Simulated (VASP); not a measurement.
Crystal: Li.

```
Li
1.0
    -1.75465    1.75465    1.75465
     1.75465   -1.75465    1.75465
     1.75465    1.75465   -1.75465
Li
1
Cartesian
  0.0000 0.0000 0.0000
```

| Property | Result |
| --- | --- |
| Program | VASP 6.6.1 |
| Task | relaxation of volume and atoms at fixed shape |
| Functional | PBEsol |
| Potentials or basis | VASP PAW PBE potentials, release 64 (Li_sv) |
| Cutoff | 600 eV |
| k mesh | 10 × 10 × 10 |
| Occupations | fermi-dirac, width 0.1 eV |
| Spin | no spin polarisation |

At the start: pressure -0.9 GPa; volume 21.61 Å³/atom.

How do energy, volume and symmetry change on relaxing?

Over 3 steps the energy falls by 4.4 meV/atom and the volume is 20.26 Å³/atom (-6.2 %); space group Im-3m (No. 229, to 0.1 Å) before and after.

Step by step:
```tsv
step	energy change (eV)	largest force (eV/Å)	pressure (GPa)	volume (Å³)
1	0.0000	0.0000	-0.87	21.61
2	-0.0018	0.0000	-0.69	21.24
3	-0.0044	0.0000	-0.13	20.26
```

Final structure:
```
Li
1.0
    -1.71745    1.71745    1.71745
     1.71745   -1.71745    1.71745
     1.71745    1.71745   -1.71745
Li
1
Direct
  0.00000 0.00000 0.00000
```

Caveat: the cutoff is under 1.25 times the usual one of these potentials, so pressure, stress and relaxed cells hold a basis-set (Pulay) error; the PAW data sets were made with another functional, which shifts forces and pressure a little.
